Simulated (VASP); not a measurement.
# Zr3Si2 (P4/mbm) in VASP: single point with r2SCAN

Aim: the single point of Zr3Si2 with r2SCAN.

All numbers are computed with VASP 6.6.1; they aren't measurements. Logs are shortened: lines on timing, memory, paths and dates and some standing lists are left out, and cuts for length are marked.

## (1) The cell of the first run

The structure is tetragonal, space group P4/mbm (No. 127). The conventional cell has a = 7.108 Å, b = 7.108 Å, c = 3.705 Å, α = 90.00°, β = 90.00°, γ = 90.00°. Zr (site symmetry m2m) has 6 Si at 2.76 to 2.83 Å and 11 Zr at 3.21 to 3.72 Å within 3.8 Å. Zr (site symmetry 4/m) has 4 Si at 2.82 Å and 10 Zr at 3.21 to 3.71 Å within 3.8 Å. Si (site symmetry m2m) has 1 Si at 2.45 Å and 8 Zr at 2.76 to 2.83 Å within 3.2 Å.

## (2) Single point, r2SCAN

File POSCAR:

```
Zr3Si2
1.0
    7.1084398624      0.0000000000      0.0000000000
    0.0000000000      7.1084398624      0.0000000000
    0.0000000000      0.0000000000      3.7051280770
Zr Si
6 4
Direct
    0.1739136664      0.6739136664      0.5000000000
    0.8260863336      0.3260863336      0.5000000000
    0.3260863336      0.1739136664      0.5000000000
    0.6739136664      0.8260863336      0.5000000000
    0.0000000000      0.0000000000      0.0000000000
    0.5000000000      0.5000000000      0.0000000000
    0.6219463337      0.1219463337      0.0000000000
    0.3780536663      0.8780536663      0.0000000000
    0.8780536663      0.6219463337      0.0000000000
    0.1219463337      0.3780536663      0.0000000000
```

File INCAR.step1:

```
PREC     = Accurate       # precision mode
ENCUT    = 520            # plane-wave cutoff, eV
ISMEAR   = 0              # smearing method
SIGMA    = 0.1            # smearing width, eV
LREAL    = F              # projectors in reciprocal space
LASPH    = T              # aspherical terms in the spheres
NELM     = 100            # most SCF steps
NBANDS   = 55             # bands
GGA      = PE             # functional
ALGO     = Normal         # electronic algorithm
EDIFF    = 1E-4           # SCF threshold, eV
LWAVE    = T              # write WAVECAR
LCHARG   = F              # write CHGCAR
```

File INCAR.step2:

```
PREC     = Accurate       # precision mode
ENCUT    = 520            # plane-wave cutoff, eV
EDIFF    = 1E-6           # SCF threshold, eV
ISMEAR   = 0              # smearing method
SIGMA    = 0.1            # smearing width, eV
LREAL    = F              # projectors in reciprocal space
LASPH    = T              # aspherical terms in the spheres
NELM     = 100            # most SCF steps
ALGO     = Normal         # electronic algorithm
ISIF     = 2              # what is computed and relaxed
LWAVE    = F              # write WAVECAR
LCHARG   = F              # write CHGCAR
METAGGA  = R2SCAN         # meta-GGA
LMIXTAU  = T            
NBANDS   = 55             # bands
ISTART   = 1
```

File KPOINTS:

```
Automatic mesh
0
Gamma
  6 6 10
```

Potentials or basis: VASP PAW PBE potentials, release 64 (Zr_sv, Si).

Started as:

```sh
$ cat potpaw_PBE.64/Zr_sv/POTCAR potpaw_PBE.64/Si/POTCAR > POTCAR
$ cp INCAR.step1 INCAR
$ mpirun -np 1 vasp_std > vasp.out
$ cp INCAR.step2 INCAR
$ mpirun -np 1 vasp_std > vasp.out
```

OUTCAR:

```text
PREC = Accurate
   ENCUT = 520
   EDIFF = 1E-6
   ISMEAR = 0
   LREAL = F
   LASPH = T
   NELM = 100
   ISIF = 2
   METAGGA = R2SCAN
   ISTART = 1

 ion  position               nearest neighbor table
   1  0.174  0.674  0.500-   8 2.76   8 2.76  10 2.83   9 2.83   9 2.83  10 2.83   6 3.21   6 3.21
                             5 3.21   5 3.21   2 3.50   3 3.72   4 3.72   3 3.72   4 3.72
   2  0.826  0.326  0.500-   7 2.76   7 2.76  10 2.83   9 2.83   9 2.83  10 2.83   6 3.21   6 3.21
                             5 3.21   5 3.21   1 3.50   3 3.72   4 3.72   4 3.72   3 3.72
   3  0.326  0.174  0.500-  10 2.76  10 2.76   7 2.83   7 2.83   8 2.83   8 2.83   6 3.21   6 3.21
                             5 3.21   5 3.21   4 3.50   2 3.72   1 3.72   1 3.72   2 3.72
   4  0.674  0.826  0.500-   9 2.76   9 2.76   7 2.83   7 2.83   8 2.83   8 2.83   6 3.21   6 3.21
                             5 3.21   5 3.21   3 3.50   2 3.72   1 3.72   2 3.72   1 3.72
   5  0.000  0.000  0.000-   7 2.82   8 2.82   9 2.82  10 2.82   1 3.21   2 3.21   3 3.21   4 3.21
                             1 3.21   2 3.21   3 3.21   4 3.21
   6  0.500  0.500  0.000-   7 2.82   8 2.82   9 2.82  10 2.82   1 3.21   2 3.21   3 3.21   4 3.21
                             1 3.21   2 3.21   3 3.21   4 3.21
   7  0.622  0.122  0.000-   8 2.45   2 2.76   2 2.76   5 2.82   6 2.82   3 2.83   4 2.83   3 2.83
                             4 2.83
   8  0.378  0.878  0.000-   7 2.45   1 2.76   1 2.76   5 2.82   6 2.82   3 2.83   4 2.83   3 2.83
                             4 2.83
   9  0.878  0.622  0.000-  10 2.45   4 2.76   4 2.76   5 2.82   6 2.82   2 2.83   1 2.83   2 2.83
                             1 2.83
  10  0.122  0.378  0.000-   9 2.45   3 2.76   3 2.76   5 2.82   6 2.82   2 2.83   1 2.83   2 2.83
                             1 2.83

  LATTYP: Found a simple tetragonal cell.
 ALAT       =     7.1084398624
 C/A-ratio  =     0.5212294327

  Lattice vectors:

 A1 = (   7.1084398624,   0.0000000000,   0.0000000000)
 A2 = (   0.0000000000,   7.1084398624,   0.0000000000)
 A3 = (   0.0000000000,   0.0000000000,   3.7051280770)

Analysis of symmetry for initial positions (statically):
=====================================================================
 Subroutine PRICEL returns:
 Original cell was already a primitive cell.

 Routine SETGRP: Setting up the symmetry group for a
 simple tetragonal supercell.

 Subroutine GETGRP returns: Found 16 space group operations
 (whereof  8 operations were pure point group operations)
 out of a pool of 16 trial point group operations.

The static configuration has the point symmetry C_4h.
 The point group associated with its full space group is D_4h.

Analysis of symmetry for dynamics (positions and initial velocities):
=====================================================================
 Subroutine PRICEL returns:
 Original cell was already a primitive cell.
[... 141 lines left out ...]
   EFERMI_NEDOS =   21; number of points for ismear=-14 and -15
   IALGO  =     38    algorithm
   IMIX   =      4    mixing-type and parameters
     AMIX     =   0.40;   BMIX     =  1.00
     AMIX_MAG =   1.60;   BMIX_MAG =  1.00
  volume/ion in A,a.u.               =      18.72       126.34
  Fermi-wavevector in a.u.,A,eV,Ry     =   1.272873  2.405381 22.044241  1.620206
  Thomas-Fermi vector in A             =   2.405728
   LORBIT       =      0    0 simple, 1 ext, 2 COOP (PROOUT), +10 PAW based schemes
   METAGGA = R2SCAN    functional components
   LHFCALC =     F    Hartree Fock is set to
   AEXX    =    0.0000 exact exchange contribution
   IVDW    =     0    specifies the selected vdW correction
   LEPSILON=     F    determine dielectric tensor
   LRPA    =     F    only Hartree local field effects (RPA)
 non-spin polarized calculation
 Gauss-broadening in eV      SIGMA  =   0.10
  energy-cutoff  :      520.00
  volume of cell :      187.22
 maximum number of plane-waves:      5070
 NGX is ok and might be reduce to    54
   NGX = 27   NGY = 27   NGZ = 13

 number of electron      88.0000000 magnetization

 Free energy of the ion-electron system (eV)
  ---------------------------------------------------
  ext. energy  EPLUGINS =         0.00000000
  ---------------------------------------------------
  free energy    TOTEN  =      -180.95701328 eV

  energy without entropy =     -180.92213493  energy(sigma->0) =     -180.93957411

 E-fermi :   9.4218     XC(G=0): -12.1777

 val. band max:        9.4147807548   @ k =   0.0000   0.0000   0.2000
 cond. band min:       9.4251499431   @ k =   0.3333   0.1667   0.3000
 fundamental gap:      0.0103691883
 Fermi energy:         9.4217947865

 k-point     1 :       0.0000    0.0000    0.0000
  band No.  band energies     occupation
      1     -40.6828      2.00000
      2     -40.6382      2.00000
      3     -40.6374      2.00000
      4     -40.6374      2.00000
      5     -40.5043      2.00000
      6     -40.4766      2.00000
[... 1381 lines left out ...]
     54      12.6302      0.00000
     55      12.8618      0.00000

 [... further k-points ...]

------------------------ aborting loop because EDIFF is reached ----------------------------------------

  FORCE on cell =-STRESS in cart. coord.  units (eV):
  Direction    XX          YY          ZZ          XY          YZ          ZX
  --------------------------------------------------------------------------------------
  -------------------------------------------------------------------------------------
  Total       -0.0026534     -0.0026534      0.0519555      0.0000000      0.0000000      0.0000000
  in kB       -0.0227075     -0.0227075      0.4446215      0.0000000      0.0000000      0.0000000
  external PRESSURE =       0.1330688 kB  Pullay stress =       0.0000000 kB

 VOLUME and BASIS-vectors are now :
 -----------------------------------------------------------------------------
  energy-cutoff  :      520.00
  volume of cell :      187.22
      direct lattice vectors                 reciprocal lattice vectors
     7.108439862  0.000000000  0.000000000     0.140677845  0.000000000  0.000000000
     0.000000000  7.108439862  0.000000000     0.000000000  0.140677845  0.000000000
     0.000000000  0.000000000  3.705128077     0.000000000  0.000000000  0.269896203

 POSITION                                       TOTAL-FORCE (eV/Angst)
 -----------------------------------------------------------------------------------
      1.23625      4.79047      1.85256         0.000890      0.000890     -0.000000
      5.87219      2.31797      1.85256        -0.000890     -0.000890      0.000000
      2.31797      1.23625      1.85256        -0.000890      0.000890     -0.000000
      4.79047      5.87219      1.85256         0.000890     -0.000890      0.000000
      0.00000      0.00000      0.00000         0.000000      0.000000     -0.000000
      3.55422      3.55422      0.00000         0.000000      0.000000     -0.000000
      4.42107      0.86685      0.00000        -0.005089     -0.005089     -0.000000
      2.68737      6.24159      0.00000         0.005089      0.005089      0.000000
      6.24159      4.42107      0.00000         0.005089     -0.005089      0.000000
      0.86685      2.68737      0.00000        -0.005089      0.005089     -0.000000
 -----------------------------------------------------------------------------------
    total drift:                                0.000000      0.000000      0.000000

  FREE ENERGIE OF THE ION-ELECTRON SYSTEM (eV)
  ---------------------------------------------------
  free  energy   TOTEN  =      -180.9570132812 eV

  energy  without entropy=     -180.9221349307  energy(sigma->0) =     -180.93957411
```

OSZICAR.step1:

```text
N       E                     dE             d eps       ncg     rms          rms(c)
DAV:   1     0.827522298198E+03    0.82752E+03   -0.44999E+04  6600   0.156E+03
DAV:   2    -0.910205396948E+01   -0.83662E+03   -0.81663E+03  7317   0.441E+02
DAV:   3    -0.805138734438E+02   -0.71412E+02   -0.70130E+02 10120   0.988E+01
DAV:   4    -0.864606840348E+02   -0.59468E+01   -0.59157E+01  9944   0.253E+01
DAV:   5    -0.868408199196E+02   -0.38014E+00   -0.37997E+00  9464   0.541E+00    0.332E+01
DAV:   6    -0.819710715688E+02    0.48697E+01   -0.16639E+01  7517   0.140E+01    0.127E+01
DAV:   7    -0.818158734404E+02    0.15520E+00   -0.37711E+00  9688   0.684E+00    0.361E+00
DAV:   8    -0.817851594951E+02    0.30714E-01   -0.45146E-01  8762   0.309E+00    0.204E+00
DAV:   9    -0.817822330179E+02    0.29265E-02   -0.94236E-02  9040   0.149E+00    0.554E-01
DAV:  10    -0.817814953465E+02    0.73767E-03   -0.16532E-02  7872   0.516E-01    0.262E-01
DAV:  11    -0.817817269006E+02   -0.23155E-03   -0.27230E-03  8912   0.257E-01    0.714E-02
DAV:  12    -0.817817402939E+02   -0.13393E-04   -0.97813E-05  4944   0.572E-02
   1 F= -.81781740E+02 E0= -.81762254E+02  d E =-.389723E-01
```

It took 47 min on 1 thread of Oxide Virtual Turin-like, shared host; peak memory 0.57 GiB.

What came out:

```yaml
Free_energy: -180.9570 eV
Pressure: 0.0 GPa
Largest_force: 0.007 eV/Å
Band_gap_on_the_k_mesh: zero (bands 44 and 45 overlap by 1.20 eV)
```

Forces on the atoms (eV/Å):
```
Zr   0.001  0.001  0.000
Zr  -0.001 -0.001  0.000
Zr  -0.001  0.001  0.000
Zr   0.001 -0.001  0.000
Zr   0.000  0.000  0.000
Zr   0.000  0.000  0.000
Si  -0.005 -0.005  0.000
Si   0.005  0.005  0.000
Si   0.005 -0.005  0.000
Si  -0.005  0.005  0.000
```

Caveat: the PAW data sets were made with another functional, which shifts forces and pressure a little.
